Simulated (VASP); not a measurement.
# RbZn (F-43m) in VASP: notebook

RbZn is run at these levels: PBE; tasks: single point.

All numbers are computed with VASP 6.6.1; they aren't measurements. Logs are shortened: lines on timing, memory, paths and dates and some standing lists are left out, and cuts for length are marked.

### Step 1. The cell of the first run

Symmetry: F-43m, No. 216, cubic system. Conventional cell: a = 6.268 Å, b = 6.268 Å, c = 6.268 Å, α = 90.00°, β = 90.00°, γ = 90.00°. Rb (site symmetry -43m) has 4 Zn at 2.71 Å within 3.6 Å. Within 3.6 Å of Zn (site symmetry -43m) lie 4 Rb at 2.71 Å.

### Step 2. Single point, PBE

The input, INCAR:

```
ALGO     = Normal         # electronic algorithm
EDIFF    = 1E-6           # SCF threshold, eV
ENCUT    = 520            # plane-wave cutoff, eV
GGA      = PE             # functional
ISIF     = 2              # what is computed and relaxed
ISMEAR   = 0              # smearing method
LASPH    = T              # aspherical terms in the spheres
LCHARG   = F              # write CHGCAR
LREAL    = F              # projectors in reciprocal space
LWAVE    = F              # write WAVECAR
NBANDS   = 18             # bands
NELM     = 60             # most SCF steps
PREC     = Accurate       # precision mode
SIGMA    = 0.1            # smearing width, eV
```

The input, KPOINTS:

```
k-points
0
Gamma
  6 6 6
```

The input, POSCAR:

```
RbZn
1.0
    0.0000000000      3.1339798286      3.1339798286
    3.1339798286      0.0000000000      3.1339798286
    3.1339798286      3.1339798286      0.0000000000
Rb Zn
1 1
Direct
    0.0000000000      0.0000000000      0.0000000000
    0.7500000000      0.7500000000      0.7500000000
```

Potentials or basis: VASP PAW PBE potentials, release 64 (Rb_sv, Zn).

Launch:

```bash
$ cat potpaw_PBE.64/Rb_sv/POTCAR potpaw_PBE.64/Zn/POTCAR > POTCAR
$ mpirun -np 1 vasp_std > vasp.out
```

OUTCAR:

```text
EDIFF = 1E-6
   ENCUT = 520
   GGA = PE
   ISIF = 2
   ISMEAR = 0
   LASPH = T
   LREAL = F
   NELM = 60
   PREC = Accurate

 ion  position               nearest neighbor table
   1  0.000  0.000  0.000-   2 2.71   2 2.71   2 2.71   2 2.71
   2  0.750  0.750  0.750-   1 2.71   1 2.71   1 2.71   1 2.71

  LATTYP: Found a face centered cubic cell.
 ALAT       =     6.2679596572

  Lattice vectors:

 A1 = (   0.0000000000,   3.1339798286,   3.1339798286)
 A2 = (   3.1339798286,   0.0000000000,   3.1339798286)
 A3 = (   3.1339798286,   3.1339798286,   0.0000000000)

Analysis of symmetry for initial positions (statically):
=====================================================================
 Subroutine PRICEL returns:
 Original cell was already a primitive cell.

 Routine SETGRP: Setting up the symmetry group for a
 face centered cubic supercell.

 Subroutine GETGRP returns: Found 24 space group operations
 (whereof 24 operations were pure point group operations)
 out of a pool of 48 trial point group operations.

The static configuration has the point symmetry T_d .

Analysis of symmetry for dynamics (positions and initial velocities):
=====================================================================
 Subroutine PRICEL returns:
 Original cell was already a primitive cell.

 Routine SETGRP: Setting up the symmetry group for a
 face centered cubic supercell.

 Subroutine GETGRP returns: Found 24 space group operations
 (whereof 24 operations were pure point group operations)
 out of a pool of 48 trial point group operations.

The dynamic configuration has the point symmetry T_d .

 Subroutine INISYM returns: Found 24 space group operations
 (whereof 24 operations are pure point group operations),
 and found     1 'primitive' translations

----------------------------------------------------------------------------------------

                                     Primitive cell

  volume of cell :      61.5628

  direct lattice vectors                    reciprocal lattice vectors
     0.000000000  3.133979829  3.133979829    -0.159541550  0.159541550  0.159541550
     3.133979829  0.000000000  3.133979829     0.159541550 -0.159541550  0.159541550
     3.133979829  3.133979829  0.000000000     0.159541550  0.159541550 -0.159541550

  length of vectors
     4.432116778  4.432116778  4.432116778     0.276334071  0.276334071  0.276334071

  position of ions in fractional coordinates (direct lattice)
     0.000000000  0.000000000  0.000000000
     0.750000000  0.750000000  0.750000000

  ion indices of the primitive-cell ions
   primitive index   ion index
                 1           1
                 2           2

----------------------------------------------------------------------------------------

 KPOINTS: k-points

Automatic generation of k-mesh.
 Grid dimensions read from file:
 generate k-points for:    6    6    6

 Generating k-lattice:

  Cartesian coordinates                     Fractional coordinates (reciprocal lattice)
    -0.026590258  0.026590258  0.026590258     0.166666667  0.000000000  0.000000000
     0.026590258 -0.026590258  0.026590258     0.000000000  0.166666667  0.000000000
     0.026590258  0.026590258 -0.026590258     0.000000000  0.000000000  0.166666667

  Length of vectors
     0.046055678  0.046055678  0.046055678

  Shift w.r.t. Gamma in fractional coordinates (k-lattice)
     0.000000000  0.000000000  0.000000000

 Subroutine IBZKPT returns following result:
 ===========================================

 Found     16 irreducible k-points:

 Following reciprocal coordinates:
            Coordinates               Weight
  0.000000  0.000000  0.000000      1.000000
  0.166667  0.000000  0.000000      8.000000
  0.333333  0.000000  0.000000      8.000000
  0.500000  0.000000  0.000000      4.000000
  0.166667  0.166667  0.000000      6.000000
  0.333333  0.166667  0.000000     24.000000
[... 8 lines left out ...]
 -0.333333  0.333333  0.166667     24.000000
 -0.333333  0.500000  0.166667     12.000000
   k-points           NKPTS =     16   k-points in BZ     NKDIM =     16   number of bands    NBANDS=     18
   number of dos      NEDOS =    301   number of ions     NIONS =      2
   total plane-waves  NPLWV =  46656
   dimension x,y,z NGX =    36 NGY =   36 NGZ =   36
   dimension x,y,z NGXF=    72 NGYF=   72 NGZF=   72
   ions per type =               1   1
   NGX,Y,Z   is equivalent  to a cutoff of  13.50, 13.50, 13.50 a.u.
   NGXF,Y,Z  is equivalent  to a cutoff of  27.01, 27.01, 27.01 a.u.
 SYSTEM =  unknown system
   PREC   = accura    normal or accurate (medium, high low for compatibility)
   ISTART =      0    job   : 0-new  1-cont  2-samecut
   ICHARG =      2    charge: 1-file 2-atom 10-const
   ISPIN  =      1    spin polarized calculation?
   LNONCOLLINEAR =      F non collinear calculations
   LSORBIT =      F    spin-orbit coupling
   LASPH  =      T    aspherical Exc in radial PAW
   ENCUT  =  520.0 eV  38.22 Ry    6.18 a.u.   8.24  8.24  8.24*2*pi/ulx,y,z
   NELM   =     60;   NELMIN=  2; NELMDL= -5     # of ELM steps
   EDIFF  = 0.1E-05   stopping-criterion for ELM
   LREAL  =      F    real-space projection
   EDIFFG = 0.1E-04   stopping-criterion for IOM
   NSW    =      0    number of steps for IOM
   IBRION =     -1    ionic relax: 0-MD 1-quasi-New 2-CG
   NFREE  =      0    steps in history (QN), initial steepest desc. (CG)
   ISIF   =      2    stress and relaxation
   ISYM   =      2    0-nonsym 1-usesym 2-fastsym
   POTIM  = 0.5000    time-step for ionic-motion
   TEBEG  =    0.0;   TEEND  =   0.0 temperature during run
   PSTRESS=    0.0 pullay stress
   NELECT =      21.0000    total number of electrons
   NUPDOWN=      -1.0000    fix difference up-down
   EMIN   =  10.00;   EMAX   =-10.00  energy-range for DOS
   EFERMI =   0.00;   METHOD = LEGACY
   ISMEAR =     0;   SIGMA  =   0.10  broadening in eV -4-tet -1-fermi 0-gaus
   EFERMI_NEDOS =   21; number of points for ismear=-14 and -15
   IALGO  =     38    algorithm
   IMIX   =      4    mixing-type and parameters
     AMIX     =   0.40;   BMIX     =  1.00
     AMIX_MAG =   1.60;   BMIX_MAG =  1.00
  volume/ion in A,a.u.               =      30.78       207.72
  Fermi-wavevector in a.u.,A,eV,Ry     =   1.143866  2.161593 17.802256  1.308429
  Thomas-Fermi vector in A             =   2.280560
   LORBIT       =      0    0 simple, 1 ext, 2 COOP (PROOUT), +10 PAW based schemes
   GGA     = PE    functional components
   LHFCALC =     F    Hartree Fock is set to
   AEXX    =    0.0000 exact exchange contribution
   IVDW    =     0    specifies the selected vdW correction
   LEPSILON=     F    determine dielectric tensor
   LRPA    =     F    only Hartree local field effects (RPA)
 non-spin polarized calculation
 Gauss-broadening in eV      SIGMA  =   0.10
  energy-cutoff  :      520.00
  volume of cell :       61.56
 maximum number of plane-waves:      1676
 NGX is ok and might be reduce to    36
   NGX = 17   NGY = 17   NGZ = 17

 number of electron      20.9999993 magnetization

 Free energy of the ion-electron system (eV)
  ---------------------------------------------------
  ext. energy  EPLUGINS =         0.00000000
  ---------------------------------------------------
  free energy    TOTEN  =         0.85189082 eV

  energy without entropy =        0.87328850  energy(sigma->0) =        0.86258966

 E-fermi :   1.8151     XC(G=0):  -8.3708

 val. band max:        1.7571570887   @ k =   0.5000   0.1667   0.0000
 cond. band min:       1.8375469619   @ k =  -0.3333   0.3333   0.0000
 fundamental gap:      0.0803898732
 Fermi energy:         1.8151467507

 k-point     1 :       0.0000    0.0000    0.0000
  band No.  band energies     occupation
      1     -26.3919      2.00000
      2     -10.6255      2.00000
      3     -10.6255      2.00000
      4     -10.6255      2.00000
      5      -6.1773      2.00000
      6      -6.1773      2.00000
[... 10 lines left out ...]
     17      10.0207      0.00000
     18      10.0207      0.00000

 k-point     2 :       0.1667    0.0000    0.0000
  band No.  band energies     occupation
      1     -26.3837      2.00000
      2     -10.7492      2.00000
      3     -10.6342      2.00000
      4     -10.6342      2.00000
      5      -6.1787      2.00000
      6      -6.1787      2.00000
[... 10 lines left out ...]
     17       9.3558      0.00000
     18      11.3007      0.00000

 k-point     3 :       0.3333    0.0000    0.0000
  band No.  band energies     occupation
      1     -26.3672      2.00000
      2     -10.9759      2.00000
      3     -10.6516      2.00000
      4     -10.6516      2.00000
      5      -6.1742      2.00000
      6      -6.1742      2.00000
[... 10 lines left out ...]
     17       9.5229      0.00000
     18      11.3430      0.00000

 k-point     4 :       0.5000    0.0000    0.0000
  band No.  band energies     occupation
      1     -26.3589      2.00000
      2     -11.0806      2.00000
      3     -10.6603      2.00000
      4     -10.6603      2.00000
      5      -6.1719      2.00000
      6      -6.1666      2.00000
[... 207 lines left out ...]
      4     -10.6906      2.00000
      5      -6.1918      2.00000
      6      -6.1686      2.00000
[... 10 lines left out ...]
     17      10.0533      0.00000
     18      10.8145      0.00000

 k-point    15 :      -0.3333    0.3333    0.1667
  band No.  band energies     occupation
      1     -26.3508      2.00000
      2     -10.9884      2.00000
      3     -10.8311      2.00000
      4     -10.7077      2.00000
      5      -6.1977      2.00000
      6      -6.1693      2.00000
[... 10 lines left out ...]
     17       9.8832      0.00000
     18      10.8249      0.00000

 k-point    16 :      -0.3333    0.5000    0.1667
  band No.  band energies     occupation
      1     -26.3481      2.00000
      2     -11.0139      2.00000
      3     -10.8110      2.00000
      4     -10.7376      2.00000
      5      -6.1911      2.00000
      6      -6.1702      2.00000
[... 10 lines left out ...]
     17       8.7097      0.00000
     18      10.5904      0.00000

------------------------ aborting loop because EDIFF is reached ----------------------------------------

  FORCE on cell =-STRESS in cart. coord.  units (eV):
  Direction    XX          YY          ZZ          XY          YZ          ZX
  --------------------------------------------------------------------------------------
  -------------------------------------------------------------------------------------
  Total        6.1419786      6.1419786      6.1419786      0.0000000      0.0000000     -0.0000000
  in kB      159.8454552    159.8454552    159.8454552      0.0000000      0.0000000     -0.0000000
  external PRESSURE =     159.8454552 kB  Pullay stress =       0.0000000 kB

 VOLUME and BASIS-vectors are now :
 -----------------------------------------------------------------------------
  energy-cutoff  :      520.00
  volume of cell :       61.56
      direct lattice vectors                 reciprocal lattice vectors
     0.000000000  3.133979829  3.133979829    -0.159541550  0.159541550  0.159541550
     3.133979829  0.000000000  3.133979829     0.159541550 -0.159541550  0.159541550
     3.133979829  3.133979829  0.000000000     0.159541550  0.159541550 -0.159541550

 POSITION                                       TOTAL-FORCE (eV/Angst)
 -----------------------------------------------------------------------------------
      0.00000      0.00000      0.00000         0.000000      0.000000      0.000000
      4.70097      4.70097      4.70097        -0.000000     -0.000000     -0.000000
 -----------------------------------------------------------------------------------
    total drift:                               -0.000000     -0.000000     -0.000000

  FREE ENERGIE OF THE ION-ELECTRON SYSTEM (eV)
  ---------------------------------------------------
  free  energy   TOTEN  =         0.8518908198 eV

  energy  without entropy=        0.8732884964  energy(sigma->0) =        0.86258966
```

Run time: 8.9 s. Hardware: 1 thread of Intel Xeon Platinum 8559C (Emerald Rapids), shared host; peak memory 0.2 GiB.

Results:

```
Free energy : 0.8519 eV
Pressure    : 16.0 GPa
```

Levels at points of the mesh, in eV from the Fermi level:
```
           k point  band 7  band 8  band 9  band 10  band 11  band 12  band 13  band 14
(0.00, 0.00, 0.00)   -7.79   -7.79   -7.79    -5.21     1.60     1.60     1.60     4.97
(0.50, 0.00, 0.00)   -7.98   -7.85   -7.85    -3.43    -0.11     1.90     1.90     5.69
(0.50, 0.50, 0.00)   -7.96   -7.92   -7.92    -2.64    -1.01     2.17     3.26     3.26
```

[end of part 1 of 2]
